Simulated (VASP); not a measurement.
## Cu: single point with revPBE+D4

Crystal: Cu.

```
CELL_PARAMETERS angstrom
0.00000 1.81947 1.81947
1.81947 0.00000 1.81947
1.81947 1.81947 0.00000
ATOMIC_POSITIONS crystal
Cu 0.00000 0.00000 0.00000
```

| Item | Value |
| --- | --- |
| Program | VASP 6.6.1 |
| Task | single point |
| Functional | revPBE |
| Dispersion | D4 |
| Potentials or basis | VASP PAW PBE potentials, release 64 (Cu) |
| Cutoff | 600 eV |
| k mesh | 13 × 13 × 13 |
| Occupations | fermi-dirac, width 0.05 eV |
| Spin | no spin polarisation |
| Dipole correction | no |
| Further INCAR settings | ALGO = Normal; EDIFF = 1e-06; NBANDS = 12 |

```yaml
Pressure: -9.4 GPa
Dispersion_energy_per_atom: -0.962 eV
```

Levels at points of the mesh, in eV from the Fermi level:
```
           k point  band 3  band 4  band 5  band 6  band 7  band 8  band 9  band 10
(0.00, 0.00, 0.00)   -3.14   -3.14   -2.35   -2.35   22.22   24.78   24.78    24.78
```

It took 21 s on 1 thread of Intel Xeon 8259CL, on a shared host, peak memory 0.15 GiB.

Caveat: the PAW data sets were made with another functional, which shifts forces and pressure a little; pairwise dispersion overbinds metals, which lowers pressure and volume.
